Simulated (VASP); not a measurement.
C: single point with PBEsol+D3(BJ)

The system is C.

```xyz
2
Lattice="1.2290 0.7096 3.2830 -1.2290 0.7096 3.2830 0.0000 -1.4192 3.2830" Properties=species:S:1:pos:R:3 pbc="T T T"
C    -0.0600    0.0000    1.6407
C     0.0600    0.0000    8.2082
```

* Program: VASP 6.6.1
* Task: single point
* Functional: PBEsol
* Dispersion: D3(BJ)
* Potentials or basis: VASP PAW PBE potentials, release 64 (C)
* Cutoff: 520 eV
* k mesh: 15 × 15 × 15
* Occupations: gaussian, width 0.05 eV
* Spin: no spin polarisation

- Pressure: 7.5 GPa
- Largest force: 6.698 eV/Å
- Band gap on the k mesh: 0.09 eV, indirect (least direct gap 0.18 eV)
- Dispersion energy per atom: -0.113 eV

Forces in eV/Å, atoms in the order of the input:
```
C    6.623 -1.000  0.002
C   -6.623  1.000 -0.002
```

Stress tensor (GPa, compression positive):
```
 13.04 -15.29  -0.06
-15.29   9.66   0.03
 -0.06   0.03  -0.07
```

Levels at points of the mesh, in eV from the valence-band top:
| k point | band 1 | band 2 | band 3 | band 4 | band 5 | band 6 | band 7 | band 8 |
| --- | --- | --- | --- | --- | --- | --- | --- | --- |
| (0.00, 0.00, 0.00) | -19.62 | -6.44 | -4.57 | -0.94 | 4.32 | 6.19 | 10.71 | 11.68 |

It took 2.8 min on 1 thread of Intel(R) Xeon(R) 6975P-C (Granite Rapids), on a shared host, peak memory 0.38 GiB.

Caveat: the PAW data sets were made with another functional, which shifts forces and pressure a little. A k mesh can miss the band edges.
